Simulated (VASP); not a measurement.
Wanted: the native input for a VASP 6.6.1 run.

```
Task                   : relaxation of cell and atoms
Functional             : PBE
Potentials or basis    : VASP PAW PBE potentials, release 64 (Pt, Cl)
Cutoff                 : 600 eV
k mesh                 : 3 × 3 × 4
Occupations            : gaussian, width 0.1 eV
Spin                   : no spin polarisation
Dipole correction      : no
Further INCAR settings : ALGO = Normal; EDIFF = 1e-07; IBRION = 2; EDIFFG = -0.04; NSW = 90; ISIF = 3
```

The structure of Pt3Cl lies in POSCAR:

```
Pt3Cl
1.0
    5.9320801776      0.0000000000      0.0000000000
   -2.9660400888      5.1373321311      0.0000000000
    0.0000000000      0.0000000000      4.7614096169
Pt Cl
6 2
Direct
    0.8330000000      0.6660000000      0.2500000000
    0.1670000000      0.8330000000      0.7500000000
    0.3340000000      0.1670000000      0.2500000000
    0.1670000000      0.3340000000      0.7500000000
    0.8330000000      0.1670000000      0.2500000000
    0.6660000000      0.8330000000      0.7500000000
    0.3333333333      0.6666666667      0.2500000000
    0.6666666667      0.3333333333      0.7500000000
```

The input as run:

INCAR

```
SYSTEM = Pt3Cl
ALGO = Normal ; EDIFF = 1E-7
EDIFFG = -0.04 ; ENCUT = 600
GGA = PE ; IBRION = 2
ISIF = 3 ; ISMEAR = 0
LASPH = .TRUE. ; LCHARG = .FALSE.
LREAL = .FALSE. ; LWAVE = .FALSE.
NELM = 100 ; NSW = 90
PREC = Accurate ; SIGMA = 0.1
```

KPOINTS

```
k-points
0
G
  3 3 4
  0 0 0
```

Potentials or basis: VASP PAW PBE potentials, release 64 (Pt, Cl).

The run is started by

```sh
$ cat potpaw_PBE.64/Pt/POTCAR potpaw_PBE.64/Cl/POTCAR > POTCAR
$ mpirun -np 1 vasp_std > vasp.out
```

Results of the run:

The relaxed volume is 17.65 Å³/atom and the relaxed cell is a = 6.767 Å, b = 6.767 Å, c = 3.561 Å, α = 90.00°, β = 90.00°, γ = 120.00°. The space group after relaxing (to 0.1 Å) is P6_3/mmc (No. 194) and the energy gained by relaxing is 201.1 meV/atom. The ionic steps are 24. The pressure after relaxing is -0.2 GPa and the largest force after relaxing is 0.033 eV/Å. The band gap on the k mesh is zero (bands 37 and 38 overlap by 0.87 eV).

Caveat: the k points lie up to 0.44 Å⁻¹ apart in the final cell, too coarse for converged energies and pressures of a metal; a cell axis changed by over 15 % at a fixed basis, so the end point is rough; spin-orbit coupling is left out, which moves the levels of the heavy elements.

It took 25 min on 1 thread of Oxide Virtual Turin-like Processor (shared host), peak memory 0.3 GiB.
